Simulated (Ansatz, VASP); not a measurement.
## Tc in VASP and in Ansatz

File INCAR:

```
  PREC = Accurate
  ENCUT = 520
  EDIFF = 1E-7
  ISMEAR = -1
  SIGMA = 0.05
  LREAL = F
  LASPH = T
  NELM = 80
  ALGO = Normal
  ISIF = 2
  LWAVE = F
  LCHARG = F
  GGA = PE
  NBANDS = 34
```

The input KPOINTS:

```
Automatic mesh
0
Gamma
  9 9 3
```

Contents of POSCAR:

```
Tc
1.0
    2.7393552909      0.0000000000      0.0000000000
   -1.3696776454      2.3723512719      0.0000000000
    0.0000000000      0.0000000000      8.9450781288
Tc
4
Direct
    0.6666666667      0.3333333333      0.7500000000
    0.0000000000      0.0000000000      0.5000000000
    0.3333333333      0.6666666667      0.2500000000
    0.0000000000      0.0000000000      0.0000000000
```

input.yaml

```yaml
crystal:
  lattice:
    - [2.7393552909, 0.0, 0.0]
    - [-1.3696776454, 2.3723512719, 0.0]
    - [0.0, 0.0, 8.9450781288]
  atoms:
    - { symbol: Tc, position: [0.6666666667, 0.3333333333, 0.75] }
    - { symbol: Tc, position: [0.0, 0.0, 0.5] }
    - { symbol: Tc, position: [0.3333333333, 0.6666666667, 0.25] }
    - { symbol: Tc, position: [0.0, 0.0, 0.0] }
hamiltonian:
  xc: pbe
  pseudopotentials: { kind: paw }
kpoints:
  mp_grid: { grid: [9, 9, 3] }
  band_path:
    path:
      - [[0.0, 0.0, 0.0], [0.5, 0.0, 0.0], [0.3333333333, 0.3333333333, 0.0], [0.0, 0.0, 0.0], [0.0, 0.0, 0.5], [0.5, 0.0, 0.5], [0.3333333333, 0.3333333333, 0.5], [0.0, 0.0, 0.5]]
      - [[0.5, 0.0, 0.5], [0.5, 0.0, 0.0]]
      - [[0.3333333333, 0.3333333333, 0.0], [0.3333333333, 0.3333333333, 0.5]]
    npoints: 14
scf:
  occupations: { method: fermi_dirac, width: 0.05 }
  n_extra_bands: 10
output:
  forces: true
  stress: true
  eigenvalues: true
  fatbands: false
```

Alike in both runs: functional PBE; k mesh 9 × 9 × 3; occupations fermi-dirac, width 0.05 eV; no spin polarisation.

|  | VASP | Ansatz |
| --- | --- | --- |
| version | VASP 6.6.1 | Ansatz 0.2.0 |
| potentials or method | VASP PAW PBE potentials, release 64 (Tc_pv) | Ansatz PAW earlier set |
| plane-wave cutoff (eV) | 520 | 500 |
| valence electrons in the cell | 52 | 60 |
| task | single point | band structure |

VASP gave:

| Item | Value |
| --- | --- |
| gap on the k mesh at the Fermi level (eV) | none |
| pressure (GPa) | -2.2 |
| traceless stress, the component that is largest in VASP (GPa) | -5.88 |

Q: Which values does Ansatz return?

A: gap on the k mesh at the Fermi level (eV): none; pressure (GPa): -1.6; traceless stress, the component that is largest in VASP (GPa): -5.89.

A gap of «none» marks a metal or a gap that the smearing closes. VASP's potentials hold 52 valence electrons a cell and Ansatz's 60, so a difference there can come from the potentials and not from the codes.
